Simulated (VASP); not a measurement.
The system is Nb3Sn.

```xyz
4
Lattice="4.1778 0.0000 0.0000 0.0000 4.1778 0.0000 0.0000 0.0000 4.1778" Properties=species:S:1:pos:R:3 pbc="T T T"
Nb    0.0000    2.0889    2.0889
Nb    2.0889    0.0000    2.0889
Nb    2.0889    2.0889    0.0000
Sn    0.0000    0.0000    0.0000
```

```yaml
Program: VASP 6.6.1
Task: relaxation of cell and atoms
Functional: r2SCAN
Potentials_or_basis: VASP PAW PBE potentials, release 64 (Nb_sv, Sn_d)
Cutoff: 600 eV
k_mesh: 4 × 4 × 4
Occupations: gaussian, width 0.1 eV
Spin: no spin polarisation
```

At the start: pressure 5.1 GPa; volume 18.23 Å³/atom.

How do energy, volume and symmetry change on relaxing?

Over 3 steps the energy falls by 8.4 meV/atom and the volume is 18.78 Å³/atom (+3.0 %); space group Pm-3m (No. 221, to 0.1 Å) before and after.

Step by step:
```csv
step,energy change (eV),largest force (eV/Å),pressure (GPa),volume (Å³)
1,0.0000,0.0000,5.14,72.92
2,0.0786,0.0000,-8.15,79.27
3,-0.0335,0.0000,-0.09,75.10
```

Final structure:
```xyz
4
Lattice="4.2191 0.0000 0.0000 0.0000 4.2191 0.0000 0.0000 0.0000 4.2191" Properties=species:S:1:pos:R:3 pbc="T T T"
Nb    0.0000    2.1095    2.1095
Nb    2.1095    0.0000    2.1095
Nb    2.1095    2.1095    0.0000
Sn    0.0000    0.0000    0.0000
```

Caveat: the k points lie up to 0.37 Å⁻¹ apart in the final cell, too coarse for converged energies and pressures of a metal; the PAW data sets were made with another functional, which shifts forces and pressure a little.
